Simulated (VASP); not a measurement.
# TaN (Pm-3m) in VASP: single point with PBE

Aim: the single point of TaN with PBE.

Program: VASP 6.6.1. These are calculated values, not measurements. Logs are shortened: lines on timing, memory, paths and dates and some standing lists are left out, and cuts for length are marked.

## (1) The cell of the first run

It takes space group Pm-3m (No. 221, cubic). Conventional cell: a = 2.745 Å, b = 2.745 Å, c = 2.745 Å, α = 90.00°, β = 90.00°, γ = 90.00°. Ta (site symmetry m-3m) has 8 N at 2.38 Å and 6 Ta at 2.75 Å within 3.1 Å. Within 3.1 Å of N (site symmetry m-3m) lie 8 Ta at 2.38 Å and 6 N at 2.75 Å.

## (2) Single point, PBE

Input file INCAR:

```
SYSTEM = TaN
ALGO = Normal ; EDIFF = 1E-7
ENCUT = 520 ; GGA = PE
ISIF = 2 ; ISMEAR = 0
LASPH = .TRUE. ; LCHARG = .TRUE.
LELF = .TRUE. ; LREAL = .FALSE.
LVHAR = .TRUE. ; LWAVE = .FALSE.
NBANDS = 15 ; NELM = 60
PREC = Accurate ; SIGMA = 0.15
```

Input file KPOINTS:

```
k-points
0
G
  20 20 20
  0 0 0
```

Input file POSCAR:

```
TaN
1.0
   -0.9151226559      1.8302453118      1.8302453118
    1.8302453118     -0.9151226559      1.8302453118
    1.8302453118      1.8302453118     -0.9151226559
Ta N
1 1
Direct
    0.5000000000      0.5000000000      0.5000000000
    0.0000000000      0.0000000000      0.0000000000
```

Potentials or basis: VASP PAW PBE potentials, release 64 (Ta_pv, N).

On the command line:

```sh
$ cat potpaw_PBE.64/Ta_pv/POTCAR potpaw_PBE.64/N/POTCAR > POTCAR
$ mpirun -np 1 vasp_std > vasp.out
```

OUTCAR:

```text
SYSTEM = TaN
   EDIFF = 1E-7
   ENCUT = 520
   GGA = PE
   ISIF = 2
   ISMEAR = 0
   LASPH = .TRUE.
   LREAL = .FALSE.
   NELM = 60
   PREC = Accurate

 ion  position               nearest neighbor table
   1  0.500  0.500  0.500-   2 2.38   2 2.38   2 2.38   2 2.38   2 2.38   2 2.38   2 2.38   2 2.38

   2  0.000  0.000  0.000-   1 2.38   1 2.38   1 2.38   1 2.38   1 2.38   1 2.38   1 2.38   1 2.38

  LATTYP: Found a simple cubic cell.
 ALAT       =     2.7453679677

  Lattice vectors:

 A1 = (  -0.9151226559,   1.8302453118,   1.8302453118)
 A2 = (   1.8302453118,  -0.9151226559,   1.8302453118)
 A3 = (   1.8302453118,   1.8302453118,  -0.9151226559)

Analysis of symmetry for initial positions (statically):
=====================================================================
 Subroutine PRICEL returns:
 Original cell was already a primitive cell.

 Routine SETGRP: Setting up the symmetry group for a
 simple cubic supercell.

 Subroutine GETGRP returns: Found 48 space group operations
 (whereof 48 operations were pure point group operations)
 out of a pool of 48 trial point group operations.

The static configuration has the point symmetry O_h .

Analysis of symmetry for dynamics (positions and initial velocities):
=====================================================================
 Subroutine PRICEL returns:
 Original cell was already a primitive cell.

 Routine SETGRP: Setting up the symmetry group for a
 simple cubic supercell.

 Subroutine GETGRP returns: Found 48 space group operations
 (whereof 48 operations were pure point group operations)
 out of a pool of 48 trial point group operations.

The dynamic configuration has the point symmetry O_h .

 Subroutine INISYM returns: Found 48 space group operations
 (whereof 48 operations are pure point group operations),
 and found     1 'primitive' translations

----------------------------------------------------------------------------------------

                                     Primitive cell

  volume of cell :      20.6920

  direct lattice vectors                    reciprocal lattice vectors
    -0.915122656  1.830245312  1.830245312    -0.121416632  0.242833265  0.242833265
     1.830245312 -0.915122656  1.830245312     0.242833265 -0.121416632  0.242833265
     1.830245312  1.830245312 -0.915122656     0.242833265  0.242833265 -0.121416632

  length of vectors
     2.745367968  2.745367968  2.745367968     0.364249897  0.364249897  0.364249897

  position of ions in fractional coordinates (direct lattice)
     0.500000000  0.500000000  0.500000000
     0.000000000  0.000000000  0.000000000

  ion indices of the primitive-cell ions
   primitive index   ion index
                 1           1
                 2           2

----------------------------------------------------------------------------------------

 KPOINTS: k-points

Automatic generation of k-mesh.
 Grid dimensions read from file:
 generate k-points for:   20   20   20

 Generating k-lattice:

  Cartesian coordinates                     Fractional coordinates (reciprocal lattice)
    -0.006070832  0.012141663  0.012141663     0.050000000  0.000000000  0.000000000
     0.012141663 -0.006070832  0.012141663     0.000000000  0.050000000  0.000000000
     0.012141663  0.012141663 -0.006070832     0.000000000  0.000000000  0.050000000

  Length of vectors
     0.018212495  0.018212495  0.018212495

  Shift w.r.t. Gamma in fractional coordinates (k-lattice)
     0.000000000  0.000000000  0.000000000

 Subroutine IBZKPT returns following result:
 ===========================================

 Found    286 irreducible k-points:

 Following reciprocal coordinates:
            Coordinates               Weight
  0.000000  0.000000  0.000000      1.000000
  0.050000  0.000000  0.000000      6.000000
  0.100000  0.000000  0.000000      6.000000
  0.150000  0.000000  0.000000      6.000000
  0.200000  0.000000  0.000000      6.000000
  0.250000  0.000000  0.000000      6.000000
[... 16 lines left out ...]
  0.150000  0.100000  0.000000     24.000000
  0.200000  0.100000  0.000000     24.000000
 [... further k-points ...]
   k-points           NKPTS =    286   k-points in BZ     NKDIM =    286   number of bands    NBANDS=     15
   number of dos      NEDOS =    301   number of ions     NIONS =      2
   total plane-waves  NPLWV =   8000
   dimension x,y,z NGX =    20 NGY =   20 NGZ =   20
   dimension x,y,z NGXF=    40 NGYF=   40 NGZF=   40
   ions per type =               1   1
   NGX,Y,Z   is equivalent  to a cutoff of  12.11, 12.11, 12.11 a.u.
   NGXF,Y,Z  is equivalent  to a cutoff of  24.22, 24.22, 24.22 a.u.
 SYSTEM =  TaN
   PREC   = accura    normal or accurate (medium, high low for compatibility)
   ISTART =      0    job   : 0-new  1-cont  2-samecut
   ICHARG =      2    charge: 1-file 2-atom 10-const
   ISPIN  =      1    spin polarized calculation?
   LNONCOLLINEAR =      F non collinear calculations
   LSORBIT =      F    spin-orbit coupling
   LASPH  =      T    aspherical Exc in radial PAW
   ENCUT  =  520.0 eV  38.22 Ry    6.18 a.u.   5.10  5.10  5.10*2*pi/ulx,y,z
   NELM   =     60;   NELMIN=  2; NELMDL= -5     # of ELM steps
   EDIFF  = 0.1E-06   stopping-criterion for ELM
   LREAL  =      F    real-space projection
   EDIFFG = 0.1E-05   stopping-criterion for IOM
   NSW    =      0    number of steps for IOM
   IBRION =     -1    ionic relax: 0-MD 1-quasi-New 2-CG
   NFREE  =      0    steps in history (QN), initial steepest desc. (CG)
   ISIF   =      2    stress and relaxation
   ISYM   =      2    0-nonsym 1-usesym 2-fastsym
   POTIM  = 0.5000    time-step for ionic-motion
   TEBEG  =    0.0;   TEEND  =   0.0 temperature during run
   PSTRESS=    0.0 pullay stress
   NELECT =      16.0000    total number of electrons
   NUPDOWN=      -1.0000    fix difference up-down
   EMIN   =  10.00;   EMAX   =-10.00  energy-range for DOS
   EFERMI =   0.00;   METHOD = LEGACY
   ISMEAR =     0;   SIGMA  =   0.15  broadening in eV -4-tet -1-fermi 0-gaus
   EFERMI_NEDOS =   21; number of points for ismear=-14 and -15
   IALGO  =     38    algorithm
   IMIX   =      4    mixing-type and parameters
     AMIX     =   0.40;   BMIX     =  1.00
     AMIX_MAG =   1.60;   BMIX_MAG =  1.00
  volume/ion in A,a.u.               =      10.35        69.82
  Fermi-wavevector in a.u.,A,eV,Ry     =   1.502615  2.839530 30.719922  2.257851
  Thomas-Fermi vector in A             =   2.613832
   LORBIT       =      0    0 simple, 1 ext, 2 COOP (PROOUT), +10 PAW based schemes
   GGA     = PE    functional components
   LHFCALC =     F    Hartree Fock is set to
   AEXX    =    0.0000 exact exchange contribution
   IVDW    =     0    specifies the selected vdW correction
   LEPSILON=     F    determine dielectric tensor
   LRPA    =     F    only Hartree local field effects (RPA)
 non-spin polarized calculation
 Gauss-broadening in eV      SIGMA  =   0.15
  energy-cutoff  :      520.00
  volume of cell :       20.69
 maximum number of plane-waves:       587
   NGX = 11   NGY = 11   NGZ = 11

 number of electron      16.0000010 magnetization

 Free energy of the ion-electron system (eV)
  ---------------------------------------------------
  ext. energy  EPLUGINS =         0.00000000
  ---------------------------------------------------
  free energy    TOTEN  =       -20.84373622 eV

  energy without entropy =      -20.83652619  energy(sigma->0) =      -20.84013121

 E-fermi :   9.1706     XC(G=0): -13.6514

 val. band max:        9.1572041437   @ k =   0.5000   0.3000   0.2500
 cond. band min:       9.1709915797   @ k =   0.2500   0.2500   0.2000
 fundamental gap:      0.0137874360
 Fermi energy:         9.1705751996

 k-point     1 :       0.0000    0.0000    0.0000
  band No.  band energies     occupation
      1     -25.8841      2.00000
      2     -25.8841      2.00000
      3     -25.8841      2.00000
      4      -8.9882      2.00000
      5       4.5191      2.00000
      6       4.5191      2.00000
      7       6.6258      2.00000
      8       6.6258      2.00000
      9       6.6258      2.00000
     10      11.5956      0.00000
     11      13.2368      0.00000
     12      13.2368      0.00000
     13      13.2368      0.00000
     14      22.1100      0.00000
     15      26.9924      0.00000

 k-point     2 :       0.0500    0.0000    0.0000
  band No.  band energies     occupation
      1     -25.9184      2.00000
      2     -25.8811      2.00000
      3     -25.8811      2.00000
      4      -8.9357      2.00000
      5       4.4531      2.00000
      6       4.5440      2.00000
      7       6.5722      2.00000
      8       6.5722      2.00000
      9       6.6115      2.00000
     10      11.7793      0.00000
     11      13.2502      0.00000
     12      13.2650      0.00000
     13      13.2650      0.00000
     14      22.1100      0.00000
     15      26.4824      0.00000

 k-point     3 :       0.1000    0.0000    0.0000
  band No.  band energies     occupation
      1     -26.0169      2.00000
      2     -25.8724      2.00000
      3     -25.8724      2.00000
      4      -8.7828      2.00000
      5       4.1724      2.00000
      6       4.6172      2.00000
      7       6.4190      2.00000
      8       6.4190      2.00000
      9       6.7210      2.00000
     10      12.2569      0.00000
     11      13.2889      0.00000
     12      13.3473      0.00000
     13      13.3473      0.00000
     14      22.1100      0.00000
     15      25.3779      0.00000
[... 343 lines left out ...]
 k-point    23 :       0.1500    0.1000    0.0000
  band No.  band energies     occupation
      1     -26.1552      2.00000
      2     -25.9872      2.00000
      3     -25.8473      2.00000
      4      -8.3633      2.00000
      5       3.6831      2.00000
      6       4.3954      2.00000
      7       5.9121      2.00000
      8       6.1021      2.00000
      9       7.7321      2.00000
     10      12.3433      0.00000
     11      12.7030      0.00000
     12      14.0759      0.00000
     13      14.3217      0.00000
     14      22.1098      0.00000
     15      24.3979      0.00000

 k-point    24 :       0.2000    0.1000    0.0000
  band No.  band energies     occupation
      1     -26.3378      2.00000
      2     -25.9690      2.00000
      3     -25.8303      2.00000
      4      -8.0673      2.00000
      5       2.9364      2.00000
      6       4.5062      2.00000
      7       5.8845      2.00000
      8       5.9717      2.00000
      9       8.2955      2.00000
     10      12.5140      0.00000
     11      12.6398      0.00000
     12      14.2499      0.00000
     13      14.8327      0.00000
     14      22.1097      0.00000
     15      23.3516      0.00000

 [... further k-points ...]
[... 5 lines left out ...]
  --------------------------------------------------------------------------------------
  -------------------------------------------------------------------------------------
  Total        0.3574532      0.3574532      0.3574532     -0.0000000     -0.0000000     -0.0000000
  in kB       27.6775806     27.6775806     27.6775806     -0.0000000     -0.0000000     -0.0000000
  external PRESSURE =      27.6775806 kB  Pullay stress =       0.0000000 kB

 VOLUME and BASIS-vectors are now :
 -----------------------------------------------------------------------------
  energy-cutoff  :      520.00
  volume of cell :       20.69
      direct lattice vectors                 reciprocal lattice vectors
    -0.915122656  1.830245312  1.830245312    -0.121416632  0.242833265  0.242833265
     1.830245312 -0.915122656  1.830245312     0.242833265 -0.121416632  0.242833265
     1.830245312  1.830245312 -0.915122656     0.242833265  0.242833265 -0.121416632

 POSITION                                       TOTAL-FORCE (eV/Angst)
 -----------------------------------------------------------------------------------
      1.37268      1.37268      1.37268         0.000000     -0.000000      0.000000
      0.00000      0.00000      0.00000        -0.000000      0.000000     -0.000000
 -----------------------------------------------------------------------------------
    total drift:                                0.000000     -0.000000      0.000000

  FREE ENERGIE OF THE ION-ELECTRON SYSTEM (eV)
  ---------------------------------------------------
  free  energy   TOTEN  =       -20.8437362223 eV

  energy  without entropy=      -20.8365261900  energy(sigma->0) =      -20.84013121
```

It took 34 s on 1 thread of AMD EPYC 9R45 (Zen 5), shared host; peak memory 0.17 GiB.

What came out:

- Free energy: -20.8437 eV
- Pressure: 2.8 GPa
- Band gap on the k mesh: zero (band 8 reaches 15.43 eV, above the bottom of band 9 at 6.61 eV)

Levels at points of the mesh, in eV from the Fermi level:
```tsv
k point	band 5	band 6	band 7	band 8	band 9	band 10	band 11	band 12
(0.00, 0.00, 0.00)	-4.65	-4.65	-2.54	-2.54	-2.54	2.43	4.07	4.07
(0.50, 0.00, 0.00)	-9.81	-4.45	-4.45	-3.45	3.99	4.65	5.38	5.38
(0.50, 0.50, 0.00)	-5.77	-5.77	-3.55	-1.89	0.87	0.87	0.92	6.95
(0.50, 0.50, 0.50)	-8.87	-8.87	-8.87	6.26	6.26	6.26	7.25	7.25
```

Caveat: spin-orbit coupling is left out, which moves the levels of the heavy elements.
